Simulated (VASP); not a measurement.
Set up this calculation in VASP 6.6.1, as the native input.

- Task: single point
- Functional: LDA
- Potentials or basis: VASP PAW LDA potentials, release 64 (Sc_sv, Al)
- Cutoff: 520 eV
- k mesh: 12 × 12 × 12
- Occupations: fermi-dirac, width 0.15 eV
- Spin: no spin polarisation
- Dipole correction: no
- Further INCAR settings: ALGO = Fast; EDIFF = 1e-07; NBANDS = 14

The structure of ScAl lies in POSCAR:

```
ScAl
1.0
    3.3323022257      0.0000000000      0.0000000000
    0.0000000000      3.3323022257      0.0000000000
    0.0000000000      0.0000000000      3.3323022257
Sc Al
1 1
Direct
    0.5000000000      0.5000000000      0.5000000000
    0.0000000000      0.0000000000      0.0000000000
```

This cell differs from its parent crystal: volume scaled by 1.02.

These files were run (other wordings do the same):

INCAR

```
PREC     = Accurate       # precision mode
ENCUT    = 520            # plane-wave cutoff, eV
EDIFF    = 1E-7           # SCF threshold, eV
ISMEAR   = -1             # smearing method
SIGMA    = 0.15           # smearing width, eV
LREAL    = False          # projectors in reciprocal space
LASPH    = True           # aspherical terms in the spheres
NELM     = 60             # most SCF steps
ALGO     = Fast           # electronic algorithm
ISIF     = 2              # what is computed and relaxed
LWAVE    = False          # write WAVECAR
LCHARG   = False          # write CHGCAR
NBANDS   = 14             # bands
```

KPOINTS

```
Automatic mesh
0
Gamma
  12 12 12
```

Potentials or basis: VASP PAW LDA potentials, release 64 (Sc_sv, Al).

Command:

```sh
$ cat potpaw_LDA.64/Sc_sv/POTCAR potpaw_LDA.64/Al/POTCAR > POTCAR
$ mpirun -np 1 vasp_std > vasp.out
```

It gave:

* Pressure: -1.4 GPa
* Band gap on the k mesh: zero (band 7 reaches 6.41 eV, above the bottom of band 8 at 5.26 eV)

Wall time 73 s on 1 thread of AMD EPYC 7R43 64-Core Processor (Zen 3) (shared host), peak memory 0.13 GiB.
